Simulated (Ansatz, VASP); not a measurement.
MoS2 in VASP and in Ansatz

The input INCAR:

```
SYSTEM = MoS2
PREC = Accurate ; ENCUT = 500
EDIFF = 1E-6 ; ISMEAR = 0
SIGMA = 0.05 ; LREAL = .FALSE.
LASPH = .TRUE. ; NELM = 120
ALGO = Normal ; ISIF = 2
LWAVE = .FALSE. ; LCHARG = .FALSE.
GGA = PE ; IVDW = 12
NBANDS = 20 ; GGA_COMPAT = .FALSE.
```

KPOINTS

```
Automatic mesh
0
G
  12 12 4
  0 0 0
```

POSCAR

```
MoS2
1.0
    3.2381765630      0.0000000000      0.0000000000
   -1.6190882815      2.8043431655      0.0000000000
    0.0000000000      0.0000000000      6.2856245265
Mo S
1 2
Direct
    0.0000000000      0.0000000000      0.0000000000
    0.3333333333      0.6666666667      0.2608812309
    0.3333333333      0.6666666667      0.7391187691
```

Input for Ansatz:

```yaml
crystal:
  lattice:
    - [3.238176563, 0.0, 0.0]
    - [-1.6190882815, 2.8043431655, 0.0]
    - [0.0, 0.0, 6.2856245265]
  atoms:
    - { symbol: Mo, position: [0.0, 0.0, 0.0] }
    - { symbol: S, position: [0.3333333333, 0.6666666667, 0.2608812309] }
    - { symbol: S, position: [0.3333333333, 0.6666666667, 0.7391187691] }
basis:
  ecutwfc: 420
kpoints:
  mp_grid: { grid: [12, 12, 4] }
hamiltonian:
  xc: pbe
  dispersion: d3bj
scf:
  occupations: { method: gaussian, width: 0.05 }
output:
  forces: true
  stress: true
  eigenvalues: true
```

Alike in both runs: task single point; functional PBE; dispersion D3(BJ); k mesh 12 × 12 × 4; occupations gaussian, width 0.05 eV; no spin polarisation.

|  | VASP | Ansatz |
| --- | --- | --- |
| version | VASP 6.6.1 | Ansatz 0.2.0 |
| potentials or method | VASP PAW PBE potentials, release 64 (Mo_sv, S), cutoff 500 eV | scalar-relativistic, plane waves, PAW |
| valence electrons in the cell | 26 | 26 |

Ansatz gave:

```
gap on the k mesh at the Fermi level (eV)                     : 0.62
least direct gap on the mesh (eV)                             : 1.56
pressure (GPa)                                                : -10.9
traceless stress, the component that is largest in VASP (GPa) : 0.39
rms of the force components (eV/Å)                            : 0.971
```

Estimate VASP's values.

gap on the k mesh at the Fermi level (eV): 0.63; least direct gap on the mesh (eV): 1.57; pressure (GPa): -11.0; traceless stress, the component that is largest in VASP (GPa): 0.37; rms of the force components (eV/Å): 0.975.

Atom by atom the forces differ by 0.004 eV/Å (rms over components).
